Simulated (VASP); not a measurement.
Set up this calculation in VASP 6.6.1, as the native input.

- Task: single point
- Functional: PBE
- Potentials or basis: VASP PAW PBE potentials, release 64 (O)
- Cutoff: 520 eV
- k mesh: 18 × 18 × 10
- Occupations: fermi-dirac, width 0.05 eV
- Spin: no spin polarisation
- Dipole correction: no
- Further INCAR settings: ALGO = Normal; EDIFF = 1e-06; NBANDS = 13

The structure of O lies in POSCAR:

```
O
1.0
    2.5318701934      0.0000000000      0.0000000000
   -1.2659350967      2.1926639066      0.0000000000
    0.0000000000      0.0000000000      2.5730603424
O
2
Direct
    0.3333333333      0.6666666667      0.2500000000
    0.6666666667      0.3333333333      0.7500000000
```

One way to write it, as run:

INCAR

```
PREC     = Accurate       # precision mode
ENCUT    = 520            # plane-wave cutoff, eV
EDIFF    = 1E-6           # SCF threshold, eV
ISMEAR   = -1             # smearing method
SIGMA    = 0.05           # smearing width, eV
LREAL    = False          # projectors in reciprocal space
LASPH    = True           # aspherical terms in the spheres
NELM     = 60             # most SCF steps
ALGO     = Normal         # electronic algorithm
ISIF     = 2              # what is computed and relaxed
LWAVE    = False          # write WAVECAR
LCHARG   = True           # write CHGCAR
GGA      = PE             # functional
LELF     = True           # ELF
LVHAR    = True         
NBANDS   = 13             # bands
```

KPOINTS

```
Automatic mesh
0
Gamma
  18 18 10
```

Potentials or basis: VASP PAW PBE potentials, release 64 (O).

The run is started by

```console
$ cat potpaw_PBE.64/O/POTCAR > POTCAR
$ mpirun -np 1 vasp_std > vasp.out
```

It gave:

* Pressure: 25.7 GPa
* Band gap on the k mesh: zero (bands 6 and 7 overlap by 2.40 eV)

Caveat: the cell stands under pressure.

Wall time 14 s on 1 thread of AMD EPYC 9R45 96-Core Processor (Zen 5), with other jobs on the host, peak memory 0.11 GiB.
